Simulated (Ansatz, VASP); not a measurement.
**CoSn2 in VASP and in Ansatz**

```xyz
6
Lattice="-3.0603 3.0603 3.0026 3.0603 -3.0603 3.0026 3.0603 3.0603 -3.0026" Properties=species:S:1:pos:R:3 pbc="T T T"
Co    0.0000    0.0000    1.5013
Co    0.0000    0.0000    4.5039
Sn    1.3347    4.3950    0.0000
Sn    1.7256    1.3347    0.0000
Sn    1.7256   -1.3347    3.0026
Sn    1.3347    1.7256    3.0026
```

Alike in both runs: functional PBEsol; k mesh 1 × 1 × 1; occupations gaussian, width 0.1 eV; no spin polarisation.

Ansatz relaxed the structure, and its values are those at the end. VASP's run is a single point on that final structure, the one shown.

```csv
,VASP,Ansatz
version,VASP 6.6.1,Ansatz 0.2.0
potentials or method,"VASP PAW PBE potentials, release 64 (Co, Sn_d), cutoff 520 eV","scalar-relativistic, plane waves, PAW"
valence electrons in the cell,74,90
```

```csv
,VASP,Ansatz,Ansatz less VASP
gap on the k mesh at the Fermi level (eV),1.43,1.47,+0.041
least direct gap on the mesh (eV),1.43,1.47,+0.041
pressure (GPa),-0.1,0.0,+0.15
rms of the force components (eV/Å),0.004,0.000,-0.0039
```

VASP's potentials were made for PBE, not for PBEsol. VASP's potentials hold 74 valence electrons a cell and Ansatz's 90, so a difference there can come from the potentials and not from the codes.

The k mesh is coarse, so the values compare programs but aren't converged.
